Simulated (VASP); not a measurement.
Input of a VASP 6.6.1 run:

INCAR

```
PREC = Accurate
ENCUT = 520
EDIFF = 1E-6
ISMEAR = 0
SIGMA = 0.02
LREAL = F
LASPH = T
NELM = 60
ALGO = Normal
ISIF = 2
LWAVE = F
LCHARG = F
LDIPOL = T
IDIPOL = 3
DIPOL = 0.5 0.5 0.500
GGA = PE
IVDW = 12
NBANDS = 18
```

File KPOINTS:

```
Automatic mesh
0
Gamma
  12 12 1
```

The input POSCAR:

```
PtSe2
1.0
    3.5585914897      0.0000000000      0.0000000000
   -1.7792957448      3.0818306318      0.0000000000
    0.0000000000      0.0000000000     31.1216233429
Se Pt
2 1
Direct
    0.6666666667      0.3333333333      0.4546290827
    0.3333333333      0.6666666667      0.5453709173
    0.0000000000      0.0000000000      0.5000000000
```

Potentials or basis: VASP PAW PBE potentials, release 64 (Se, Pt).

Launch:

```console
$ cat potpaw_PBE.64/Se/POTCAR potpaw_PBE.64/Pt/POTCAR > POTCAR
$ mpirun -np 1 vasp_std > vasp.out
```

Q: What does it give for the band gap on the k mesh?

A: 1.01 eV, indirect (least direct gap 1.44 eV).

Q: Predict the dispersion energy per atom.

A: -0.320 eV.

Caveat: the cell differs from its parent crystal (biaxial strain -0.040, then relaxed in part); spin-orbit coupling is left out, which moves the levels of the heavy elements.
